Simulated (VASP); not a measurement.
Input of a VASP 6.6.1 run:

The input INCAR:

```
SYSTEM = Ni
  ALGO = Normal
  EDIFF = 1E-7
  ENCUT = 520
  GGA = PE
  ISIF = 2
  ISMEAR = 0
  ISPIN = 2
  LASPH = .TRUE.
  LCHARG = .FALSE.
  LMAXMIX = 4
  LORBIT = 11
  LREAL = .FALSE.
  LWAVE = .FALSE.
  MAGMOM = 0.625
  NBANDS = 15
  NELM = 150
  NUPDOWN = 0.625
  PREC = Accurate
  SIGMA = 0.15
```

File KPOINTS:

```
k-points
0
G
  24 24 24
  0 0 0
```

Contents of POSCAR:

```
Ni
1.0
    0.0000000000      1.7232110558      1.7232110558
    1.7232110558      0.0000000000      1.7232110558
    1.7232110558      1.7232110558      0.0000000000
Ni
1
Direct
    0.0000000000      0.0000000000      0.0000000000
```

Potentials or basis: VASP PAW PBE potentials, release 64 (Ni).

The run is started by

```bash
$ cat potpaw_PBE.64/Ni/POTCAR > POTCAR
$ mpirun -np 1 vasp_std > vasp.out
```

Question: Estimate the pressure.

Answer: 14.3 GPa.

Caveat: the cell stands under pressure; the total moment is fixed, so each spin has its own Fermi level.
